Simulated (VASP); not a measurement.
# TiO2: relaxation of the atoms with PBE

TiO2:

```
Ti O
1.0
     5.52640    0.00000    0.00000
    -2.76320    4.78600    0.00000
     0.00000    0.00000    6.08247
Ti O
3 6
Direct
  0.46694 0.00000 0.33333
  0.00000 0.46694 0.66667
  0.53306 0.53306 0.00000
  0.58107 0.85143 0.12066
  0.72963 0.14857 0.54600
  0.27037 0.41893 0.78733
  0.85143 0.58107 0.87934
  0.14857 0.72963 0.45400
  0.41893 0.27037 0.21267
```

- Program: VASP 6.6.1
- Task: relaxation of the atoms
- Functional: PBE
- Potentials or basis: VASP PAW PBE potentials, release 64 (Ti_sv, O)
- Cutoff: 520 eV
- k mesh: 5 × 5 × 4
- Occupations: fermi-dirac, width 0.05 eV
- Spin: no spin polarisation
- Dipole correction: no
- Further INCAR settings: ALGO = Normal; EDIFF = 1e-06; IBRION = 2; EDIFFG = -0.01; NSW = 60

- Energy gained by relaxing: 5.5 meV/atom
- Ionic steps: 12
- Pressure after relaxing: 1.1 GPa
- Largest force after relaxing: 0.003 eV/Å
- Band gap on the k mesh: 3.54 eV

Forces on the atoms (eV/Å):
```
Ti  -0.001  0.000  0.000
Ti   0.001 -0.001  0.000
Ti   0.001  0.001  0.000
O    0.002  0.003  0.000
O    0.002 -0.003  0.000
O    0.002 -0.003  0.000
O    0.002  0.003  0.000
O   -0.003  0.000  0.000
O   -0.003  0.000  0.000
```

Stress tensor (GPa, compression positive):
```
1.23 0.00 0.00
0.00 1.23 0.00
0.00 0.00 0.89
```

The path:
```tsv
step	energy change (eV)	largest force (eV/Å)	pressure (GPa)
1	0.0000	0.3082	4.55
2	-0.0213	0.2030	3.66
3	-0.0289	0.3170	2.74
4	-0.0392	0.0803	1.99
5	-0.0395	0.0845	1.84
6	-0.0410	0.0780	1.79
7	-0.0448	0.0625	1.63
8	-0.0492	0.0328	1.31
9	-0.0442	0.0773	0.56
10	-0.0497	0.0300	1.13
11	-0.0490	0.0983	1.09
12	-0.0498	0.0034	1.12
```

Final structure:
```
Ti O
1.0
     5.52640    0.00000    0.00000
    -2.76320    4.78600    0.00000
     0.00000    0.00000    6.08247
Ti O
3 6
Direct
  0.46226 0.00000 0.33333
  0.00000 0.46226 0.66667
  0.53774 0.53774 0.00000
  0.58407 0.86225 0.11457
  0.72182 0.13775 0.55210
  0.27818 0.41593 0.78124
  0.86225 0.58407 0.88543
  0.13775 0.72182 0.44790
  0.41593 0.27818 0.21876
```

Levels at points of the mesh, in eV from the valence-band top:
```tsv
k point	band 34	band 35	band 36	band 37	band 38	band 39
(0.00, 0.00, 0.00)	-0.34	-0.29	-0.29	3.63	4.15	4.15
(0.00, 0.00, 0.50)	-0.05	-0.05	0.00	3.54	3.95	3.95
```

Run time: 8.8 min on 2 MPI ranks on Intel(R) Xeon(R) Platinum 8375C CPU @ 2.90GHz (Ice Lake), on a shared host, peak memory 0.32 GiB a rank.

A k mesh can miss the band edges.
